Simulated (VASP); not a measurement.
Wanted: the native input for a VASP 6.6.1 run.

- Task: single point
- Functional: PBEsol
- Potentials or basis: VASP PAW PBE potentials, release 64 (La)
- Cutoff: 520 eV
- k mesh: 12 × 12 × 12
- Occupations: fermi-dirac, width 0.1 eV
- Spin: no spin polarisation
- Dipole correction: no
- Further INCAR settings: ALGO = Normal; EDIFF = 1e-07; NBANDS = 12

The structure of La lies in POSCAR:

```
La
1.0
   -2.0578582461      2.0578582461      2.0578582461
    2.0578582461     -2.0578582461      2.0578582461
    2.0578582461      2.0578582461     -2.0578582461
La
1
Direct
    0.0000000000      0.0000000000      0.0000000000
```

The input as run:

INCAR

```
SYSTEM = La
  PREC = Accurate
  ENCUT = 520
  EDIFF = 1E-7
  ISMEAR = -1
  SIGMA = 0.1
  LREAL = .False.
  LASPH = .True.
  NELM = 80
  ALGO = Normal
  ISIF = 2
  LWAVE = .False.
  LCHARG = .False.
  GGA = PS
  NBANDS = 12
```

KPOINTS

```
regular mesh
0
Gamma
  12 12 12
  0 0 0
```

Potentials or basis: VASP PAW PBE potentials, release 64 (La).

Launch:

```console
$ cat potpaw_PBE.64/La/POTCAR > POTCAR
$ mpirun -np 1 vasp_std > vasp.out
```

It gave:

```yaml
Pressure: 0.1 GPa
```

Caveat: the PAW data sets were made with another functional, which shifts forces and pressure a little.

It took 25 s on 1 thread of AMD EPYC 7R13 Processor (Zen 3), on a shared host, peak memory 0.16 GiB.
